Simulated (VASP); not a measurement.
# Sn2Ir (Fm-3m) in VASP: vibrations by perturbation theory with LDA

Aim: the vibrations by perturbation theory of Sn2Ir with LDA.

Everything below comes from runs of VASP 6.6.1. Logs are shortened: lines on timing, memory, paths and dates and some standing lists are left out, and cuts for length are marked.

### Step 1. The cell of the first run

It takes space group Fm-3m (No. 225, cubic). Conventional cell: a = 6.222 Å, b = 6.222 Å, c = 6.222 Å, α = 90.00°, β = 90.00°, γ = 90.00°. Sn (site symmetry -43m) has 4 Ir at 2.69 Å and 6 Sn at 3.11 Å within 3.6 Å. Within 3.6 Å of Ir (site symmetry m-3m) lie 8 Sn at 2.69 Å.

### Step 2. Vibrations by perturbation theory, LDA

Input file INCAR:

```
SYSTEM = Sn2Ir
PREC     = Accurate       ! precision mode
ENCUT    = 520            ! plane-wave cutoff, eV
EDIFF    = 1E-8           ! SCF threshold, eV
ISMEAR   = -1             ! smearing method
SIGMA    = 0.15           ! smearing width, eV
LREAL    = .FALSE.        ! projectors in reciprocal space
LASPH    = .TRUE.         ! aspherical terms in the spheres
NELM     = 80             ! most SCF steps
ALGO     = Normal         ! electronic algorithm
ISIF     = 2              ! what is computed and relaxed
LWAVE    = .FALSE.        ! write WAVECAR
LCHARG   = .TRUE.         ! write CHGCAR
IBRION   = 8              ! ionic algorithm
NSW      = 1              ! ionic steps
```

Input file KPOINTS:

```
Automatic mesh
0
G
  12 12 12
  0 0 0
```

Input file POSCAR:

```
Sn2Ir
1.0
    0.0000000000      3.1108511730      3.1108511730
    3.1108511730      0.0000000000      3.1108511730
    3.1108511730      3.1108511730      0.0000000000
Sn Ir
2 1
Direct
    0.2500000000      0.2500000000      0.2500000000
    0.7500000000      0.7500000000      0.7500000000
    0.0000000000      0.0000000000      0.0000000000
```

Potentials or basis: VASP PAW LDA potentials, release 64 (Sn_d, Ir).

On the command line:

```console
$ cat potpaw_LDA.64/Sn_d/POTCAR potpaw_LDA.64/Ir/POTCAR > POTCAR
$ mpirun -np 1 vasp_std > vasp.out
```

OUTCAR:

```text
SYSTEM = Sn2Ir
   PREC = Accurate
   ENCUT = 520
   EDIFF = 1E-8
   ISMEAR = -1
   LREAL = .FALSE.
   LASPH = .TRUE.
   NELM = 80
   ISIF = 2
   IBRION = 8
   NSW = 1

 ion  position               nearest neighbor table
   1  0.250  0.250  0.250-   3 2.69   3 2.69   3 2.69   3 2.69   2 3.11   2 3.11   2 3.11   2 3.11
                             2 3.11   2 3.11
   2  0.750  0.750  0.750-   3 2.69   3 2.69   3 2.69   3 2.69   1 3.11   1 3.11   1 3.11   1 3.11
                             1 3.11   1 3.11
   3  0.000  0.000  0.000-   2 2.69   2 2.69   2 2.69   1 2.69   1 2.69   1 2.69   2 2.69   1 2.69

  LATTYP: Found a face centered cubic cell.
 ALAT       =     6.2217023460

  Lattice vectors:

 A1 = (   0.0000000000,   3.1108511730,   3.1108511730)
 A2 = (   3.1108511730,   0.0000000000,   3.1108511730)
 A3 = (   3.1108511730,   3.1108511730,   0.0000000000)

Analysis of symmetry for initial positions (statically):
=====================================================================
 Subroutine PRICEL returns:
 Original cell was already a primitive cell.

 Routine SETGRP: Setting up the symmetry group for a
 face centered cubic supercell.

 Subroutine GETGRP returns: Found 48 space group operations
 (whereof 48 operations were pure point group operations)
 out of a pool of 48 trial point group operations.

The static configuration has the point symmetry O_h .

Analysis of symmetry for dynamics (positions and initial velocities):
=====================================================================
 Subroutine PRICEL returns:
 Original cell was already a primitive cell.

 Routine SETGRP: Setting up the symmetry group for a
 face centered cubic supercell.

 Subroutine GETGRP returns: Found 48 space group operations
 (whereof 48 operations were pure point group operations)
 out of a pool of 48 trial point group operations.

The dynamic configuration has the point symmetry O_h .

 Subroutine INISYM returns: Found 48 space group operations
[... 773 lines left out ...]
     0.000000000  3.110851173  3.110851173    -0.160727715  0.160727715  0.160727715
     3.110851173  0.000000000  3.110851173     0.160727715 -0.160727715  0.160727715
     3.110851173  3.110851173  0.000000000     0.160727715  0.160727715 -0.160727715

 POSITION                                       TOTAL-FORCE (eV/Angst)
 -----------------------------------------------------------------------------------
      1.55543      1.55543      1.55543        -0.000000     -0.000000     -0.000000
      4.66628      4.66628      4.66628         0.000000      0.000000      0.000000
      0.00000      0.00000      0.00000         0.000000      0.000000      0.000000
 -----------------------------------------------------------------------------------
    total drift:                                0.000000      0.000000      0.000000

  FREE ENERGIE OF THE ION-ELECTRON SYSTEM (eV)
  ---------------------------------------------------
  free  energy   TOTEN  =       -20.2445181547 eV

  energy  without entropy=      -20.1561223262  energy(sigma->0) =      -20.20032024

[... ionic steps 2 to 9 ...]

--------------------------------------- Ionic step       10  -------------------------------------------

 Free energy of the ion-electron system (eV)
  ---------------------------------------------------
  ---------------------------------------------------
  free energy    TOTEN  =        -0.20355666 eV

  energy without entropy =       -0.20355666

------------------------ aborting loop because EDIFF is reached ----------------------------------------

 INTERNAL STRAIN TENSOR  FOR ION    3  DIRECTION 1   (eV/Angst):
 -----------------------------------------------------------------------------
     0.00439  0.00000  0.00000
     0.00000  0.01360 -0.00000
     0.00000 -0.00000  0.01360

 INTERNAL STRAIN TENSOR FOR ION    3 for displacements in x,y,z  (eV/Angst):
          X           Y           Z          XY          YZ          ZX
  --------------------------------------------------------------------------------
  x     0.00000     0.00000     0.00000     0.00000     0.00000     0.00000
  y     0.00000     0.00000     0.00000     0.00000     0.00000     0.00000
  z     0.00000     0.00000     0.00000     0.00000     0.00000     0.00000

 SECOND DERIVATIVES (NOT SYMMETRIZED)
 ------------------------------------
               1X          1Y          1Z          2X          2Y          2Z          3X          3Y          3Z
  1X    -8.659452    0.000000    0.000000    3.346029    0.000000    0.000000    5.313423    0.000000    0.000000
  1Y     0.000000   -8.659452    0.000000    0.000000    3.346029    0.000000    0.000000    5.313423    0.000000
  1Z     0.000000    0.000000   -8.659452    0.000000    0.000000    3.346029    0.000000    0.000000    5.313423
  2X     3.346029    0.000000    0.000000   -8.659452    0.000000    0.000000    5.313423    0.000000    0.000000
  2Y     0.000000    3.346029    0.000000    0.000000   -8.659452    0.000000    0.000000    5.313423    0.000000
  2Z     0.000000    0.000000    3.346029    0.000000    0.000000   -8.659452    0.000000    0.000000    5.313423
  3X     5.324129    0.000000    0.000000    5.324129    0.000000    0.000000  -10.648258    0.000000    0.000000
  3Y     0.000000    5.324129    0.000000    0.000000    5.324129    0.000000    0.000000  -10.648258    0.000000
  3Z     0.000000    0.000000    5.324129    0.000000    0.000000    5.324129    0.000000    0.000000  -10.648258

 Eigenvectors and eigenvalues of the dynamical matrix
 ----------------------------------------------------

   1 f  =    4.971608 THz    31.237532 2PiTHz  165.834981 cm-1    20.560908 meV
             X         Y         Z           dx          dy          dz
      1.555426  1.555426  1.555426    -0.401834    0.559534    0.159532
      4.666277  4.666277  4.666277     0.401834   -0.559534   -0.159532
      0.000000  0.000000  0.000000    -0.000000   -0.000000    0.000000
[... 43 lines left out ...]
   9 f/i=    0.002476 THz     0.015554 2PiTHz    0.082575 cm-1     0.010238 meV
             X         Y         Z           dx          dy          dz
      1.555426  1.555426  1.555426    -0.371853   -0.371853    0.000000
      4.666277  4.666277  4.666277    -0.371853   -0.371853    0.000000
      0.000000  0.000000  0.000000    -0.472705   -0.472705    0.000000

--------------------------------------------------------------------------------------------------------

 ELASTIC MODULI CONTR FROM IONIC RELAXATION (kBar)
 Direction    XX          YY          ZZ          XY          YZ          ZX
 --------------------------------------------------------------------------------
 XX          -0.0000     -0.0000     -0.0000     -0.0000      0.0000      0.0000
 YY          -0.0000     -0.0000     -0.0000     -0.0000     -0.0000     -0.0000
 ZZ          -0.0000     -0.0000     -0.0000      0.0000     -0.0000      0.0000
 XY          -0.0000     -0.0000      0.0000   -412.9127      0.0000     -0.0000
 YZ           0.0000     -0.0000     -0.0000      0.0000   -412.9127     -0.0000
 ZX           0.0000     -0.0000      0.0000     -0.0000     -0.0000   -412.9127
 --------------------------------------------------------------------------------
```

It took 33 min on 1 thread of Intel Xeon 8259CL, shared host; peak memory 0.82 GiB.

Results:

| Quantity | Value |
| --- | --- |
| Highest phonon frequency at Γ | 166 cm⁻¹ |

Phonon frequencies in cm⁻¹ (negative: imaginary):
| q point | frequencies |
| --- | --- |
| (0.000, 0.000, 0.000) | 0 0 0 165 165 165 166 166 166 |

Caveat: the cell stands under pressure or tension, which shifts response properties; spin-orbit coupling is left out, which moves the levels of the heavy elements.
